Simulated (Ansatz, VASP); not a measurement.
Zr2TiC3: VASP beside Ansatz

```xyz
6
Lattice="3.2578 0.0000 0.0000 -1.6289 2.8213 0.0000 0.0000 0.0000 7.9133" Properties=species:S:1:pos:R:3 pbc="T T T"
Zr    0.0000    1.8809    5.3306
Zr    1.6289    0.9404    2.5827
Ti    0.0000    0.0000    0.0000
C     1.6289    0.9404    6.7036
C     0.0000    1.8809    1.2098
C     0.0000    0.0000    3.9567
```

Alike in both runs: task relaxation of cell and atoms; functional PBE; k mesh 12 × 12 × 6; occupations gaussian, width 0.1 eV; no spin polarisation.

```csv
,VASP,Ansatz
version,VASP 6.6.1,Ansatz 0.2.0
potentials or method,"VASP PAW PBE potentials, release 64 (Zr_sv, Ti_sv, C), cutoff 600 eV","scalar-relativistic, plane waves, PAW"
valence electrons in the cell,48,48
```

```tsv
	VASP	Ansatz	Ansatz less VASP
gap on the k mesh at the Fermi level, each at its own relaxed structure (eV)	none	none	-
relaxed volume (Å³/atom)	12.13	12.11	-0.017
relaxed cell length with the largest relative difference (Å)	7.931	7.926	-0.0048
```

A gap of «none» marks a metal or a gap that the smearing closes.
